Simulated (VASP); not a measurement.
# CsBe3S3 (Pm-3n) in VASP: notebook, part 2 of 3

VASP 6.6.1. The steps go on from the part before.

## Step 3: Single point, PBE

This run uses another cell than the first one, of 11.79 Å³/atom.

INCAR reads:

```
SYSTEM = CsBe3S3
PREC = Accurate
ENCUT = 520
EDIFF = 1E-6
ISMEAR = 0
SIGMA = 0.1
LREAL = .FALSE.
LASPH = .TRUE.
NELM = 100
ALGO = Normal
ISIF = 2
LWAVE = .FALSE.
LCHARG = .FALSE.
GGA = PE
NBANDS = 46
```

KPOINTS reads:

```
Automatic mesh
0
G
  4 4 4
  0 0 0
```

POSCAR reads:

```
CsBe3S3
1.0
    5.4851687200      0.0000000000      0.0000000000
    0.0000000000      5.4851687200      0.0000000000
    0.0000000000      0.0000000000      5.4851687200
Cs Be S
2 6 6
Direct
    0.5000000000      0.5000000000      0.5000000000
    0.0000000000      0.0000000000      0.0000000000
    0.5000000000      0.0000000000      0.7500000000
    0.7500000000      0.5000000000      0.0000000000
    0.0000000000      0.7500000000      0.5000000000
    0.5000000000      0.0000000000      0.2500000000
    0.2500000000      0.5000000000      0.0000000000
    0.0000000000      0.2500000000      0.5000000000
    0.0000000000      0.5000000000      0.7500000000
    0.7500000000      0.0000000000      0.5000000000
    0.5000000000      0.7500000000      0.0000000000
    0.0000000000      0.5000000000      0.2500000000
    0.2500000000      0.0000000000      0.5000000000
    0.5000000000      0.2500000000      0.0000000000
```

Potentials or basis: VASP PAW PBE potentials, release 64 (Cs_sv, Be, S).

On the command line:

```
$ cat potpaw_PBE.64/Cs_sv/POTCAR potpaw_PBE.64/Be/POTCAR potpaw_PBE.64/S/POTCAR > POTCAR
$ mpirun -np 1 vasp_std > vasp.out
```

OUTCAR:

```text
SYSTEM = CsBe3S3
   PREC = Accurate
   ENCUT = 520
   EDIFF = 1E-6
   ISMEAR = 0
   LREAL = .FALSE.
   LASPH = .TRUE.
   NELM = 100
   ISIF = 2
   GGA = PE

 ion  position               nearest neighbor table
   1  0.500  0.500  0.500-
   2  0.000  0.000  0.000-
   3  0.500  0.000  0.750-  10 1.94  11 1.94  13 1.94  14 1.94
   4  0.750  0.500  0.000-   9 1.94  11 1.94  12 1.94  14 1.94
   5  0.000  0.750  0.500-   9 1.94  10 1.94  12 1.94  13 1.94
   6  0.500  0.000  0.250-  10 1.94  11 1.94  13 1.94  14 1.94
   7  0.250  0.500  0.000-   9 1.94  11 1.94  12 1.94  14 1.94
   8  0.000  0.250  0.500-   9 1.94  10 1.94  12 1.94  13 1.94
   9  0.000  0.500  0.750-   4 1.94   5 1.94   7 1.94   8 1.94  12 2.74  12 2.74
  10  0.750  0.000  0.500-   3 1.94   5 1.94   6 1.94   8 1.94  13 2.74  13 2.74
  11  0.500  0.750  0.000-   3 1.94   4 1.94   6 1.94   7 1.94  14 2.74  14 2.74
  12  0.000  0.500  0.250-   4 1.94   5 1.94   7 1.94   8 1.94   9 2.74   9 2.74
  13  0.250  0.000  0.500-   3 1.94   5 1.94   6 1.94   8 1.94  10 2.74  10 2.74
  14  0.500  0.250  0.000-   3 1.94   4 1.94   6 1.94   7 1.94  11 2.74  11 2.74

  LATTYP: Found a simple cubic cell.
 ALAT       =     5.4851687200

  Lattice vectors:

 A1 = (   5.4851687200,   0.0000000000,   0.0000000000)
 A2 = (   0.0000000000,   5.4851687200,   0.0000000000)
 A3 = (   0.0000000000,   0.0000000000,   5.4851687200)

Analysis of symmetry for initial positions (statically):
=====================================================================
 Subroutine PRICEL returns:
 Original cell was already a primitive cell.

 Routine SETGRP: Setting up the symmetry group for a
 simple cubic supercell.

 Subroutine GETGRP returns: Found 48 space group operations
 (whereof 24 operations were pure point group operations)
 out of a pool of 48 trial point group operations.

The static configuration has the point symmetry T_h .
 The point group associated with its full space group is O_h .

Analysis of symmetry for dynamics (positions and initial velocities):
=====================================================================
 Subroutine PRICEL returns:
 Original cell was already a primitive cell.

 Routine SETGRP: Setting up the symmetry group for a
 simple cubic supercell.

 Subroutine GETGRP returns: Found 48 space group operations
 (whereof 24 operations were pure point group operations)
 out of a pool of 48 trial point group operations.

The dynamic configuration has the point symmetry T_h .
 The point group associated with its full space group is O_h .

 Subroutine INISYM returns: Found 48 space group operations
 (whereof 24 operations are pure point group operations),
 and found     1 'primitive' translations

----------------------------------------------------------------------------------------

                                     Primitive cell

  volume of cell :     165.0327

  direct lattice vectors                    reciprocal lattice vectors
     5.485168720  0.000000000  0.000000000     0.182309798  0.000000000  0.000000000
     0.000000000  5.485168720  0.000000000     0.000000000  0.182309798  0.000000000
     0.000000000  0.000000000  5.485168720     0.000000000  0.000000000  0.182309798

  length of vectors
[... 77 lines left out ...]
   dimension x,y,z NGXF=    84 NGYF=   84 NGZF=   84
   ions per type =               2   6   6
   NGX,Y,Z   is equivalent  to a cutoff of  12.73, 12.73, 12.73 a.u.
   NGXF,Y,Z  is equivalent  to a cutoff of  25.46, 25.46, 25.46 a.u.
 SYSTEM =  CsBe3S3
   PREC   = accura    normal or accurate (medium, high low for compatibility)
   ISTART =      0    job   : 0-new  1-cont  2-samecut
   ICHARG =      2    charge: 1-file 2-atom 10-const
   ISPIN  =      1    spin polarized calculation?
   LNONCOLLINEAR =      F non collinear calculations
   LSORBIT =      F    spin-orbit coupling
   LASPH  =      T    aspherical Exc in radial PAW
   ENCUT  =  520.0 eV  38.22 Ry    6.18 a.u.  10.20 10.20 10.20*2*pi/ulx,y,z
   NELM   =    100;   NELMIN=  2; NELMDL= -5     # of ELM steps
   EDIFF  = 0.1E-05   stopping-criterion for ELM
   LREAL  =      F    real-space projection
   EDIFFG = 0.1E-04   stopping-criterion for IOM
   NSW    =      0    number of steps for IOM
   IBRION =     -1    ionic relax: 0-MD 1-quasi-New 2-CG
   NFREE  =      0    steps in history (QN), initial steepest desc. (CG)
   ISIF   =      2    stress and relaxation
   ISYM   =      2    0-nonsym 1-usesym 2-fastsym
   POTIM  = 0.5000    time-step for ionic-motion
   TEBEG  =    0.0;   TEEND  =   0.0 temperature during run
   PSTRESS=    0.0 pullay stress
   NELECT =      66.0000    total number of electrons
   NUPDOWN=      -1.0000    fix difference up-down
   EMIN   =  10.00;   EMAX   =-10.00  energy-range for DOS
   EFERMI =   0.00;   METHOD = LEGACY
   ISMEAR =     0;   SIGMA  =   0.10  broadening in eV -4-tet -1-fermi 0-gaus
   EFERMI_NEDOS =   21; number of points for ismear=-14 and -15
   IALGO  =     38    algorithm
   IMIX   =      4    mixing-type and parameters
     AMIX     =   0.40;   BMIX     =  1.00
     AMIX_MAG =   1.60;   BMIX_MAG =  1.00
  volume/ion in A,a.u.               =      11.79        79.55
  Fermi-wavevector in a.u.,A,eV,Ry     =   1.206145  2.279283 19.793559  1.454786
  Thomas-Fermi vector in A             =   2.341821
   LORBIT       =      0    0 simple, 1 ext, 2 COOP (PROOUT), +10 PAW based schemes
   GGA     = PE    functional components
   LHFCALC =     F    Hartree Fock is set to
   AEXX    =    0.0000 exact exchange contribution
   IVDW    =     0    specifies the selected vdW correction
   LEPSILON=     F    determine dielectric tensor
   LRPA    =     F    only Hartree local field effects (RPA)
 non-spin polarized calculation
 Gauss-broadening in eV      SIGMA  =   0.10
  energy-cutoff  :      520.00
  volume of cell :      165.03
 maximum number of plane-waves:      4468
 NGX is ok and might be reduce to    42
   NGX = 21   NGY = 21   NGZ = 21

 number of electron      66.0000007 magnetization

 Free energy of the ion-electron system (eV)
  ---------------------------------------------------
  ext. energy  EPLUGINS =         0.00000000
  ---------------------------------------------------
  free energy    TOTEN  =       -48.20052364 eV

  energy without entropy =      -48.15771747  energy(sigma->0) =      -48.17912056

 E-fermi :  10.9333     XC(G=0): -11.4962

 val. band max:       10.9135850114   @ k =   0.5000   0.5000   0.0000
 cond. band min:      10.9386728126   @ k =   0.2500   0.2500   0.0000
 fundamental gap:      0.0250878013
 Fermi energy:        10.9333169995

 k-point     1 :       0.0000    0.0000    0.0000
  band No.  band energies     occupation
      1     -12.9976      2.00000
      2     -12.6505      2.00000
      3      -7.1949      2.00000
      4      -6.6412      2.00000
      5      -6.6412      2.00000
      6      -5.0038      2.00000
[... 469 lines left out ...]
     44      13.9943      0.00000
     45      13.9943      0.00000
 [bands above 45 left out]

------------------------ aborting loop because EDIFF is reached ----------------------------------------

  FORCE on cell =-STRESS in cart. coord.  units (eV):
  Direction    XX          YY          ZZ          XY          YZ          ZX
  --------------------------------------------------------------------------------------
  -------------------------------------------------------------------------------------
  Total       56.6640816     56.6640816     56.6640816      0.0000000      0.0000000      0.0000000
  in kB      550.1086383    550.1086383    550.1086383      0.0000000      0.0000000      0.0000000
  external PRESSURE =     550.1086383 kB  Pullay stress =       0.0000000 kB

 VOLUME and BASIS-vectors are now :
 -----------------------------------------------------------------------------
  energy-cutoff  :      520.00
  volume of cell :      165.03
      direct lattice vectors                 reciprocal lattice vectors
     5.485168720  0.000000000  0.000000000     0.182309798  0.000000000  0.000000000
     0.000000000  5.485168720  0.000000000     0.000000000  0.182309798  0.000000000
     0.000000000  0.000000000  5.485168720     0.000000000  0.000000000  0.182309798

 POSITION                                       TOTAL-FORCE (eV/Angst)
 -----------------------------------------------------------------------------------
      2.74258      2.74258      2.74258         0.000000     -0.000000      0.000000
      0.00000      0.00000      0.00000         0.000000     -0.000000      0.000000
      2.74258      0.00000      4.11388         0.000000     -0.000000      0.000000
      4.11388      2.74258      0.00000         0.000000      0.000000     -0.000000
      0.00000      4.11388      2.74258        -0.000000      0.000000      0.000000
      2.74258      0.00000      1.37129         0.000000      0.000000     -0.000000
      1.37129      2.74258      0.00000        -0.000000     -0.000000     -0.000000
      0.00000      1.37129      2.74258         0.000000     -0.000000     -0.000000
      0.00000      2.74258      4.11388        -0.000000     -0.000000      0.000000
      4.11388      0.00000      2.74258        -0.000000     -0.000000     -0.000000
      2.74258      4.11388      0.00000        -0.000000      0.000000      0.000000
      0.00000      2.74258      1.37129         0.000000      0.000000     -0.000000
      1.37129      0.00000      2.74258         0.000000      0.000000      0.000000
      2.74258      1.37129      0.00000         0.000000     -0.000000     -0.000000
 -----------------------------------------------------------------------------------
    total drift:                               -0.000000     -0.000000     -0.000000

  FREE ENERGIE OF THE ION-ELECTRON SYSTEM (eV)
  ---------------------------------------------------
  free  energy   TOTEN  =       -48.2005236422 eV

  energy  without entropy=      -48.1577174724  energy(sigma->0) =      -48.17912056
```

Wall time 51 s (1 thread of AMD EPYC 9R45 (Zen 5), shared host); peak memory 0.25 GiB.

Results:

```
Free energy            : -48.2005 eV
Pressure               : 55.0 GPa
Band gap on the k mesh : zero (bands 33 and 34 overlap by 2.08 eV)
```

Caveat: the cell stands under pressure; spin-orbit coupling is left out, which moves the levels of the heavy elements.

## Step 4: Single point, PBE

INCAR reads:

```
SYSTEM = CsBe3S3
ALGO = Normal
EDIFF = 1E-6
ENCUT = 520
GGA = PE
ISIF = 2
ISMEAR = 0
LASPH = .True.
LCHARG = .False.
LREAL = .False.
LWAVE = .False.
NBANDS = 46
NELM = 80
PREC = Accurate
SIGMA = 0.1
```

KPOINTS reads:

```
k-points
0
Gamma
  6 6 6
  0 0 0
```

POSCAR: that of step 3 with these lines changed.

```diff
@@ -2,5 +2,5 @@
 1.0
-    5.4851687200      0.0000000000      0.0000000000
-    0.0000000000      5.4851687200      0.0000000000
-    0.0000000000      0.0000000000      5.4851687200
+    6.2180905779      0.0000000000      0.0000000000
+    0.0000000000      6.2180905779      0.0000000000
+    0.0000000000      0.0000000000      6.2180905779
 Cs Be S
```

On the command line:

```
$ cat potpaw_PBE.64/Cs_sv/POTCAR potpaw_PBE.64/Be/POTCAR potpaw_PBE.64/S/POTCAR > POTCAR
$ mpirun -np 1 vasp_std > vasp.out
```

It took 2.6 min on 1 thread of AMD EPYC 9R45 (Zen 5), shared host; peak memory 0.4 GiB.

It converged, with:

```
Free energy            : -57.7624 eV
Pressure               : 0.1 GPa
Band gap on the k mesh : zero (bands 33 and 34 overlap by 1.63 eV)
```

Levels at points of the mesh, in eV from the Fermi level:
```
           k point  band 30  band 31  band 32  band 33  band 34  band 35  band 36  band 37
(0.00, 0.00, 0.00)    -3.60    -3.60    -3.60     0.41     0.41     0.41     0.79     1.09
(0.50, 0.00, 0.00)    -4.80    -3.79    -3.79    -0.28    -0.28     0.62     0.62     1.49
(0.50, 0.50, 0.00)    -4.99    -4.78    -3.83    -0.40    -0.40     0.07     1.14     1.18
(0.50, 0.50, 0.50)    -5.56    -5.56    -5.56     1.23     1.23     1.23     1.23     1.73
```

Caveat: spin-orbit coupling is left out, which moves the levels of the heavy elements.

(Part 2 of 3 ends here.)

The gap in the log of VASP goes by the Fermi energy; the results here count the filled bands.